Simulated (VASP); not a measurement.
# W (I4/mmm) in VASP: further runs, part 2 of 2

VASP 6.6.1. Earlier steps stand in the parts before.

## (5) Single point, LDA (15.68 Å³/atom)

Contents of INCAR:

```
ALGO     = Fast           # electronic algorithm
EDIFF    = 1E-7           # SCF threshold, eV
ENCUT    = 520            # plane-wave cutoff, eV
ISIF     = 2              # what is computed and relaxed
ISMEAR   = 0              # smearing method
LASPH    = True           # aspherical terms in the spheres
LCHARG   = False          # write CHGCAR
LREAL    = False          # projectors in reciprocal space
LWAVE    = False          # write WAVECAR
NBANDS   = 13             # bands
NELM     = 100            # most SCF steps
PREC     = Accurate       # precision mode
SIGMA    = 0.15           # smearing width, eV
```

Contents of KPOINTS:

```
k-points
0
Gamma
  22 22 22
```

Contents of POSCAR:

```
W
1.0
    0.0000000000      2.0558100754      1.8547518501
    2.0558100754      0.0000000000      1.8547518501
    2.0558100754      2.0558100754      0.0000000000
W
1
Direct
    0.0000000000      0.0000000000      0.0000000000
```

Potentials or basis: VASP PAW LDA potentials, release 64 (W_sv).

Started as:

```sh
$ cat potpaw_LDA.64/W_sv/POTCAR > POTCAR
$ mpirun -np 1 vasp_std > vasp.out
```

OUTCAR:

```text
EDIFF = 1E-7
   ENCUT = 520
   ISIF = 2
   ISMEAR = 0
   LASPH = True
   LREAL = False
   NELM = 100
   PREC = Accurate

 ion  position               nearest neighbor table
   1  0.000  0.000  0.000-

  LATTYP: Found a body centered tetragonal cell.
 ALAT       =     2.9073544903
 C/A-ratio  =     1.2759034760

  Lattice vectors:

 A1 = (   0.0000000000,  -2.0558100754,  -1.8547518501)
 A2 = (   0.0000000000,   2.0558100754,  -1.8547518501)
 A3 = (   2.0558100754,   0.0000000000,   1.8547518501)

Analysis of symmetry for initial positions (statically):
=====================================================================
 Subroutine PRICEL returns:
 Original cell was already a primitive cell.

 Routine SETGRP: Setting up the symmetry group for a
 body centered tetragonal supercell.

 Subroutine GETGRP returns: Found 16 space group operations
 (whereof 16 operations were pure point group operations)
 out of a pool of 16 trial point group operations.

The static configuration has the point symmetry D_4h.

Analysis of symmetry for dynamics (positions and initial velocities):
=====================================================================
 Subroutine PRICEL returns:
 Original cell was already a primitive cell.

 Routine SETGRP: Setting up the symmetry group for a
 body centered tetragonal supercell.

 Subroutine GETGRP returns: Found 16 space group operations
 (whereof 16 operations were pure point group operations)
 out of a pool of 16 trial point group operations.

The dynamic configuration has the point symmetry D_4h.

 Subroutine INISYM returns: Found 16 space group operations
 (whereof 16 operations are pure point group operations),
 and found     1 'primitive' translations

----------------------------------------------------------------------------------------

                                     Primitive cell

  volume of cell :      15.6777

  direct lattice vectors                    reciprocal lattice vectors
     0.000000000  2.055810075  1.854751850    -0.243213128  0.243213128  0.269577841
[... 114 lines left out ...]
   LRPA    =     F    only Hartree local field effects (RPA)
 non-spin polarized calculation
 RMM-DIIS sequential band-by-band and
 Gauss-broadening in eV      SIGMA  =   0.15
  energy-cutoff  :      520.00
  volume of cell :       15.68
 maximum number of plane-waves:       439
 NGX is ok and might be reduce to    24
   NGX = 11   NGY = 11   NGZ = 11

 number of electron      13.9999999 magnetization

 Free energy of the ion-electron system (eV)
  ---------------------------------------------------
  ext. energy  EPLUGINS =         0.00000000
  ---------------------------------------------------
  free energy    TOTEN  =       -13.71770645 eV

  energy without entropy =      -13.70741313  energy(sigma->0) =      -13.71255979

 E-fermi :  11.2382     XC(G=0): -13.8834

 val. band max:       11.2351754781   @ k =  -0.3636   0.0455   0.0000
 cond. band min:      11.2388458527   @ k =  -0.3636   0.1818   0.0909
 fundamental gap:      0.0036703745
 Fermi energy:        11.2381970299

 k-point     1 :       0.0000    0.0000    0.0000
  band No.  band energies     occupation
      1     -62.1804      2.00000
      2     -25.9975      2.00000
      3     -25.9975      2.00000
      4     -25.9619      2.00000
      5       1.8694      2.00000
      6       9.9862      2.00000
      7       9.9862      2.00000
      8      11.3235      0.42130
      9      12.5803      0.00000
     10      14.4236      0.00000
     11      24.1043      0.00000
     12      28.1708      0.00000
     13      28.1708      0.00000
[... 354 lines left out ...]
  band No.  band energies     occupation
      1     -62.0437      2.00000
      2     -27.3266      2.00000
      3     -26.2735      2.00000
      4     -26.0870      2.00000
      5       5.2588      2.00000
      6       9.4094      2.00000
      7      10.6791      2.00000
      8      11.8772      0.00000
      9      15.9567      0.00000
     10      16.5791      0.00000
     11      22.1376      0.00000
     12      23.8625      0.00000
     13      30.0530      0.00000

 [... further k-points ...]

------------------------ aborting loop because EDIFF is reached ----------------------------------------

  FORCE on cell =-STRESS in cart. coord.  units (eV):
  Direction    XX          YY          ZZ          XY          YZ          ZX
  --------------------------------------------------------------------------------------
  -------------------------------------------------------------------------------------
  Total        1.0083910      1.0083910     -1.6030228      0.0000000      0.0000000      0.0000000
  in kB      103.0523162    103.0523162   -163.8205919      0.0000000      0.0000000      0.0000000
  external PRESSURE =      14.0946802 kB  Pullay stress =       0.0000000 kB

 VOLUME and BASIS-vectors are now :
 -----------------------------------------------------------------------------
  energy-cutoff  :      520.00
  volume of cell :       15.68
      direct lattice vectors                 reciprocal lattice vectors
     0.000000000  2.055810075  1.854751850    -0.243213128  0.243213128  0.269577841
     2.055810075  0.000000000  1.854751850     0.243213128 -0.243213128  0.269577841
     2.055810075  2.055810075  0.000000000     0.243213128  0.243213128 -0.269577841

 POSITION                                       TOTAL-FORCE (eV/Angst)
 -----------------------------------------------------------------------------------
      0.00000      0.00000      0.00000        -0.000000      0.000000      0.000000
 -----------------------------------------------------------------------------------
    total drift:                               -0.000000     -0.000000     -0.000000

  FREE ENERGIE OF THE ION-ELECTRON SYSTEM (eV)
  ---------------------------------------------------
  free  energy   TOTEN  =       -13.7177064501 eV

  energy  without entropy=      -13.7074131327  energy(sigma->0) =      -13.71255979
```

OSZICAR:

```text
N       E                     dE             d eps       ncg     rms          rms(c)
DAV:   1     0.837867632031E+02    0.83787E+02   -0.74555E+03 21814   0.122E+03
DAV:   2    -0.127059074773E+02   -0.96493E+02   -0.92812E+02 24204   0.317E+02
DAV:   3    -0.143611180460E+02   -0.16552E+01   -0.16484E+01 24144   0.400E+01
DAV:   4    -0.143678425556E+02   -0.67245E-02   -0.67243E-02 24244   0.282E+00
DAV:   5    -0.143678980808E+02   -0.55525E-04   -0.55525E-04 24404   0.242E-01    0.210E+01
RMM:   6    -0.138547966172E+02    0.51310E+00   -0.38157E-01 23523   0.557E+00    0.873E+00
RMM:   7    -0.137219772394E+02    0.13282E+00   -0.25319E-01 23714   0.451E+00    0.624E-01
RMM:   8    -0.137177715095E+02    0.42057E-02   -0.99227E-03 27018   0.111E+00    0.179E-01
RMM:   9    -0.137176981143E+02    0.73395E-04   -0.14588E-03 26643   0.459E-01    0.234E-02
RMM:  10    -0.137177080171E+02   -0.99027E-05   -0.16743E-04 28615   0.167E-01    0.115E-02
RMM:  11    -0.137177051680E+02    0.28491E-05   -0.50508E-05 27487   0.860E-02    0.725E-03
RMM:  12    -0.137177061846E+02   -0.10166E-05   -0.11785E-05 28569   0.416E-02    0.143E-03
RMM:  13    -0.137177063803E+02   -0.19571E-06   -0.23365E-06 25014   0.181E-02    0.161E-03
RMM:  14    -0.137177064501E+02   -0.69768E-07   -0.72760E-07 20822   0.940E-03
   1 F= -.13717706E+02 E0= -.13712560E+02  d E =-.102933E-01
```

stdout:

```text
POSCAR found type information on POSCAR W
 POSCAR found :  1 types and       1 ions
 scaLAPACK will be used
 LDA part: xc-table for (Slater(with rela. corr.)+CA(PZ))
 , standard interpolation
 POSCAR, INCAR and KPOINTS ok, starting setup
 FFT: planning ... GRIDC
 FFT: planning ... GRID_SOFT
 FFT: planning ... GRID
 WAVECAR not read
 entering main loop
WARNING in EDDRMM: call to ZHEGV failed, returncode =   8  4     12
WARNING in EDDRMM: call to ZHEGV failed, returncode =   8  4     12
WARNING in EDDRMM: call to ZHEGV failed, returncode =   8  4     11
WARNING in EDDRMM: call to ZHEGV failed, returncode =   8  4     11
WARNING in EDDRMM: call to ZHEGV failed, returncode =   8  4     12
WARNING in EDDRMM: call to ZHEGV failed, returncode =   6  3     12
WARNING in EDDRMM: call to ZHEGV failed, returncode =   8  4     13
```

It took 2 min on 1 thread of AMD EPYC 9R45 (Zen 5), shared host; peak memory 0.24 GiB.

Results:

```
Free energy            : -13.7177 eV
Pressure               : 1.4 GPa
Band gap on the k mesh : zero (bands 7 and 8 overlap by 5.52 eV)
```

Stress tensor (GPa, compression positive):
```
 10.31   0.00   0.00
  0.00  10.31   0.00
  0.00   0.00 -16.38
```

Levels at points of the mesh, in eV from the Fermi level:
```
           k point  band 4  band 5  band 6  band 7  band 8  band 9  band 10  band 11
(0.00, 0.00, 0.00)  -37.20   -9.37   -1.25   -1.25    0.09    1.34     3.19    12.87
(0.50, 0.00, 0.00)  -37.30   -6.07   -1.93   -0.25    0.74    4.49     5.60    10.86
(0.50, 0.50, 0.00)  -37.88   -5.99   -5.26    4.70    5.00    5.88     5.88    10.95
(0.50, 0.00, 0.50)  -37.53   -6.07   -4.85    2.55    4.75    5.03     6.49    11.70
```

Caveat: spin-orbit coupling is left out, which moves the levels of the heavy elements.

## (6) Overview

| cell | further INCAR settings | gap on the mesh (eV) | pressure (GPa) |
| --- | --- | --- | --- |
| a = 2.900, b = 2.900, c = 2.668 Å, angles 62.6, 62.6, 54.8°, 1 atom | ALGO = Fast; EDIFF = 1e-06; NBANDS = 13 | none | 2.8 |
| a = 2.866, b = 2.866, c = 2.714 Å, angles 61.7, 61.7, 56.5°, 1 atom | ALGO = Fast; EDIFF = 1e-06; NBANDS = 13 | none | 2.1 |
| a = 2.743, b = 2.743, c = 3.009 Å, angles 56.7, 56.7, 66.5°, 1 atom | ALGO = Fast; EDIFF = 1e-07; NBANDS = 13 | none | -1.1 |
| a = 2.769, b = 2.769, c = 2.907 Å, angles 58.3, 58.3, 63.3°, 1 atom | ALGO = Fast; EDIFF = 1e-07; NBANDS = 13 | none | 1.4 |

Alike in all rows: task single point; level LDA; potentials or basis VASP PAW LDA potentials, release 64 (W_sv); no spin polarisation; k mesh 22 × 22 × 22; cutoff (eV) 520; smearing gaussian 0.15 eV.

Caveats: spin-orbit coupling is left out, which moves the levels of the heavy elements.

Total energies depend on the potentials used, so only differences within one code and one set of settings carry meaning.
